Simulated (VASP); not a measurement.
Input of a VASP 6.6.1 run:

The input INCAR:

```
SYSTEM = GeSbTe3
PREC = Accurate
ENCUT = 520
EDIFF = 1E-6
ISMEAR = 0
SIGMA = 0.1
LREAL = .False.
LASPH = .True.
NELM = 80
ALGO = Normal
ISIF = 2
LWAVE = .False.
LCHARG = .False.
GGA = PE
NBANDS = 26
```

The input KPOINTS:

```
regular mesh
0
Gamma
  12 12 6
  0 0 0
```

The input POSCAR:

```
GeSbTe3
1.0
    4.9316268190      0.0000000000      0.0000000000
   -2.4658134095      4.2709141072      0.0000000000
    0.0000000000      0.0000000000      9.1570431077
Ge Sb Te
1 1 3
Direct
    0.6666666667      0.3333333333      0.0000000000
    0.3333333333      0.6666666667      0.5000000000
    0.0000000000      0.0000000000      0.8480198481
    0.0000000000      0.0000000000      0.1519801519
    0.6666666667      0.3333333333      0.5000000000
```

Potentials or basis: VASP PAW PBE potentials, release 64 (Ge_d, Sb, Te).

Run with:

```sh
$ cat potpaw_PBE.64/Ge_d/POTCAR potpaw_PBE.64/Sb/POTCAR potpaw_PBE.64/Te/POTCAR > POTCAR
$ mpirun -np 1 vasp_std > vasp.out
```

Question: Predict the pressure.

Answer: 0.0 GPa.

Question: Estimate the band gap on the k mesh.

Answer: Zero (an odd number of electrons rules out a gap without spin polarisation).

Forces in eV/Å, atoms in the order of the input:
```
Ge   0.000  0.000  0.000
Sb   0.000  0.000  0.000
Te   0.000  0.000 -0.021
Te   0.000  0.000  0.021
Te   0.000  0.000  0.000
```

Caveat: spin-orbit coupling is left out, which moves the levels of the heavy elements; this functional lacks dispersion, which binds layers or chains, so the pressure and a relaxed spacing across them are unreliable; an odd number of electrons without spin polarisation forces a metal; a magnetic or distorted state may lie lower.
